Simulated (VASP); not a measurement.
Crystal: Zr.

```xyz
4
Lattice="4.9037 0.0000 0.0000 -2.4518 4.2467 0.0000 0.0000 0.0000 4.9230" Properties=species:S:1:pos:R:3 pbc="T T T"
Zr    0.0000    0.0000    1.2308
Zr    0.0000    0.0000    3.6923
Zr    0.0000    2.8311    3.6923
Zr    2.4518    1.4156    1.2308
```

- Program: VASP 6.6.1
- Task: relaxation of cell and atoms
- Functional: PBEsol
- Potentials or basis: VASP PAW PBE potentials, release 64 (Zr_sv)
- Cutoff: 600 eV
- k mesh: 12 × 12 × 10
- Occupations: gaussian, width 0.1 eV
- Spin: no spin polarisation

At the start: pressure -1.1 GPa; volume 25.63 Å³/atom.

Task: How do energy, volume and symmetry change on relaxing?

Result: Over 4 steps the energy falls by 6.3 meV/atom and the volume is 25.27 Å³/atom (-1.4 %); space group P6_3/mmc (No. 194, to 0.05 Å).

Step by step:
```
step  energy change (eV)  largest force (eV/Å)  pressure (GPa)  volume (Å³)
   1              0.0000                0.0000           -1.10       102.52
   2             -0.0221                0.0000            0.81        99.90
   3             -0.0245                0.0000            0.32       100.47
   4             -0.0253                0.0000           -0.02       101.08
```

Final structure:
```
CELL_PARAMETERS angstrom
4.92195 0.00000 0.00000
-2.46098 4.26253 0.00000
0.00000 0.00000 4.81780
ATOMIC_POSITIONS crystal
Zr 0.00000 0.00000 0.25000
Zr 0.00000 0.00000 0.75000
Zr 0.33333 0.66667 0.75000
Zr 0.66667 0.33333 0.25000
```

Caveat: the PAW data sets were made with another functional, which shifts forces and pressure a little.
